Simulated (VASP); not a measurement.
Input of a VASP 6.6.1 run:

Contents of INCAR:

```
ALGO     = Normal         # electronic algorithm
EDIFF    = 1E-6           # SCF threshold, eV
EDIFFG   = -0.05          # ionic threshold
ENCUT    = 600            # plane-wave cutoff, eV
GGA      = PE             # functional
IBRION   = 2              # ionic algorithm
ISIF     = 3              # what is computed and relaxed
ISMEAR   = 0              # smearing method
LASPH    = True           # aspherical terms in the spheres
LCHARG   = False          # write CHGCAR
LREAL    = False          # projectors in reciprocal space
LWAVE    = False          # write WAVECAR
NELM     = 100            # most SCF steps
NSW      = 80             # ionic steps
PREC     = Accurate       # precision mode
SIGMA    = 0.1            # smearing width, eV
```

KPOINTS

```
k-points
0
Gamma
  6 6 4
```

Contents of POSCAR:

```
SnO2
1.0
    3.3299039027      0.0000000000      0.0000000000
    0.0000000000      3.3299039027      0.0000000000
    0.0000000000      0.0000000000      4.8632137485
Sn O
2 4
Direct
    0.5000000000      0.5000000000      0.5000000000
    0.0000000000      0.0000000000      0.0000000000
    0.0000000000      0.5000000000      0.6932521176
    0.5000000000      0.0000000000      0.8067478824
    0.5000000000      0.0000000000      0.3067478824
    0.0000000000      0.5000000000      0.1932521176
```

Potentials or basis: VASP PAW PBE potentials, release 64 (Sn_d, O).

The run is started by

```bash
$ cat potpaw_PBE.64/Sn_d/POTCAR potpaw_PBE.64/O/POTCAR > POTCAR
$ mpirun -np 1 vasp_std > vasp.out
```

Task: Estimate the space group after relaxing (to 0.1 Å).

Result: P4_2/nmc (No. 137).

Task: Predict the relaxed cell.

Result: a = 3.599 Å, b = 3.599 Å, c = 5.495 Å, α = 90.00°, β = 90.00°, γ = 90.00°.

Forces on the atoms (eV/Å):
```
Sn   0.000  0.000  0.000
Sn   0.000  0.000  0.000
O    0.000  0.000 -0.021
O    0.000  0.000  0.021
O    0.000  0.000  0.021
O    0.000  0.000 -0.021
```

Caveat: the relaxation stopped at a loose force limit of 0.05 eV/Å, so its end isn't a converged minimum.
